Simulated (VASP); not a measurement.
Set up this calculation in VASP 6.6.1, as the native input.

| Quantity | Value |
| --- | --- |
| Task | single point |
| Functional | PBEsol |
| Potentials or basis | VASP PAW PBE potentials, release 64 (Ni) |
| Cutoff | 520 eV |
| k mesh | 22 × 22 × 22 |
| Occupations | gaussian, width 0.15 eV |
| Spin | collinear spin, ferromagnetic start |
| Starting moments | [0.81] μB |
| Dipole correction | no |
| Further INCAR settings | ALGO = Normal; EDIFF = 1e-06; NBANDS = 15 |

The structure of Ni lies in POSCAR:

```
Ni
1.0
    0.0000000000      1.9093860000      1.6265140000
    1.9093860000      0.0000000000      1.6265140000
    1.9093860000      1.9093860000      0.0000000000
Ni
1
Direct
    0.0000000000      0.0000000000      0.0000000000
```

This cell differs from its parent crystal: strain +0.080 along x and y, -0.080 along z.

The input as run:

INCAR

```
SYSTEM = Ni
PREC = Accurate
ENCUT = 520
EDIFF = 1E-6
ISMEAR = 0
SIGMA = 0.15
LREAL = .FALSE.
LASPH = .TRUE.
NELM = 150
ALGO = Normal
ISIF = 2
LWAVE = .FALSE.
LCHARG = .FALSE.
ISPIN = 2
MAGMOM = 0.81
LORBIT = 11
LMAXMIX = 4
GGA = PS
NBANDS = 15
```

KPOINTS

```
regular mesh
0
G
  22 22 22
  0 0 0
```

Potentials or basis: VASP PAW PBE potentials, release 64 (Ni).

Run with:

```bash
$ cat potpaw_PBE.64/Ni/POTCAR > POTCAR
$ mpirun -np 1 vasp_std > vasp.out
```

It gave:

```yaml
Pressure: -20.9 GPa
Net_moment: 0.64 μB per cell
Site_moments: Ni +0.66 μB
Valence_electrons_inside_the_program's_atomic_spheres: Ni 9.18
```

Caveat: the cell differs from its parent crystal (strain +0.080 along x and y, -0.080 along z); the stress differs along the axes, from -24 to -16 GPa; the PAW data sets were made with another functional, which shifts forces and pressure a little.

Run time: 7 min on 1 thread of Intel Xeon 8259CL, on a shared host, peak memory 0.32 GiB.
